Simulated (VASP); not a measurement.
## Zr4C: relaxation of cell and atoms with PBE

The system is Zr4C.

```
CELL_PARAMETERS angstrom
0.00000 3.92491 3.92491
3.92491 0.00000 3.92491
3.92491 3.92491 0.00000
ATOMIC_POSITIONS crystal
Zr 0.62571 0.12286 0.62571
Zr 0.62571 0.62571 0.62571
Zr 0.12286 0.62571 0.62571
Zr 0.62571 0.62571 0.12286
C 0.00000 0.00000 0.00000
```

The cell was generated, and may not be a known phase.

| Item | Value |
| --- | --- |
| Program | VASP 6.6.1 |
| Task | relaxation of cell and atoms |
| Functional | PBE |
| Potentials or basis | VASP PAW PBE potentials, release 64 (Zr_sv, C) |
| Cutoff | 600 eV |
| k mesh | 8 × 8 × 8 |
| Occupations | gaussian, width 0.1 eV |
| Spin | no spin polarisation |
| Dipole correction | no |
| Further INCAR settings | ALGO = Normal; EDIFF = 1e-06; IBRION = 2; EDIFFG = -0.01; NSW = 100; ISIF = 3 |

* Relaxed volume: 24.69 Å³/atom
* Relaxed cell: a = 5.589 Å, b = 5.589 Å, c = 5.589 Å, α = 60.00°, β = 60.00°, γ = 60.00°
* Space group after relaxing (to 0.1 Å): F-43m (No. 216)
* Energy gained by relaxing: 1.8 meV/atom
* Ionic steps: 5
* Pressure after relaxing: 0.0 GPa
* Largest force after relaxing: 0.008 eV/Å
* Band gap on the k mesh: zero (bands 26 and 27 overlap by 0.99 eV)

Forces in eV/Å, atoms in the order of the input:
```
Zr   0.005 -0.005  0.005
Zr  -0.005 -0.005 -0.005
Zr  -0.005  0.005  0.005
Zr   0.005  0.005 -0.005
C    0.000  0.000  0.000
```

Step by step:
| step | energy change (eV) | largest force (eV/Å) | pressure (GPa) | volume (Å³) |
| --- | --- | --- | --- | --- |
| 1 | 0.0000 | 0.0254 | 1.14 | 120.93 |
| 2 | -0.0085 | 0.0435 | -0.20 | 123.95 |
| 3 | -0.0088 | 0.0326 | 0.01 | 123.45 |
| 4 | -0.0088 | 0.0314 | 0.02 | 123.40 |
| 5 | -0.0089 | 0.0080 | 0.04 | 123.45 |

Final structure:
```
CELL_PARAMETERS angstrom
0.00000 3.95200 3.95200
3.95200 0.00000 3.95200
3.95200 3.95200 0.00000
ATOMIC_POSITIONS crystal
Zr 0.62575 0.12276 0.62575
Zr 0.62575 0.62575 0.62575
Zr 0.12276 0.62575 0.62575
Zr 0.62575 0.62575 0.12276
C 0.00000 0.00000 0.00000
```

Levels at points of the mesh, in eV from the Fermi level:
| k point | band 24 | band 25 | band 26 | band 27 | band 28 | band 29 |
| --- | --- | --- | --- | --- | --- | --- |
| (0.00, 0.00, 0.00) | -1.86 | -1.81 | -0.87 | -0.87 | 1.17 | 1.17 |
| (0.50, 0.00, 0.00) | -1.29 | 0.11 | 0.11 | 0.39 | 0.72 | 0.91 |
| (0.50, 0.50, 0.00) | -0.45 | -0.45 | -0.44 | 0.12 | 0.78 | 1.18 |

Run time: 7.7 min on 1 thread of AMD EPYC 7R13 Processor (Zen 3), on a shared host, peak memory 0.37 GiB.
